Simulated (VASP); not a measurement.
Wanted: the native input for a VASP 6.6.1 run.

| Property | Result |
| --- | --- |
| Task | single point |
| Functional | PBEsol |
| Potentials or basis | VASP PAW PBE potentials, release 64 (Ga_d, P) |
| Cutoff | 520 eV |
| k mesh | 10 × 10 × 10 |
| Occupations | gaussian, width 0.05 eV |
| Spin | no spin polarisation |
| Dipole correction | no |
| Further INCAR settings | ALGO = Normal; EDIFF = 1e-06; NBANDS = 16 |

The structure of GaP lies in POSCAR:

```
GaP
1.0
    0.0000000000      2.7683497943      2.6953069752
    2.6953069752      0.0000000000      2.6953069752
    2.6953069752      2.7683497943      0.0000000000
Ga P
1 1
Direct
    0.0000000000      0.0000000000      0.0000000000
    0.7500000000      0.7500000000      0.7500000000
```

This cell differs from its parent crystal: volume 20.111 Å^3 an atom, c/a of the conventional cell 1.0271.

The input as run:

INCAR

```
SYSTEM = GaP
  PREC = Accurate
  ENCUT = 520
  EDIFF = 1E-6
  ISMEAR = 0
  SIGMA = 0.05
  LREAL = .FALSE.
  LASPH = .TRUE.
  NELM = 80
  ALGO = Normal
  ISIF = 2
  LWAVE = .FALSE.
  LCHARG = .FALSE.
  GGA = PS
  NBANDS = 16
```

KPOINTS

```
Automatic mesh
0
G
  10 10 10
  0 0 0
```

Potentials or basis: VASP PAW PBE potentials, release 64 (Ga_d, P).

Run with:

```console
$ cat potpaw_PBE.64/Ga_d/POTCAR potpaw_PBE.64/P/POTCAR > POTCAR
$ mpirun -np 1 vasp_std > vasp.out
```

Results of the run:

The pressure is -0.1 GPa. The band gap on the k mesh is 1.34 eV, indirect (least direct gap 1.75 eV).

Caveat: the PAW data sets were made with another functional, which shifts forces and pressure a little.

It took 68 s on 1 thread of Intel(R) Xeon(R) Platinum 8259CL CPU @ 2.50GHz (Skylake/Cascade Lake), on a shared host, peak memory 0.21 GiB.
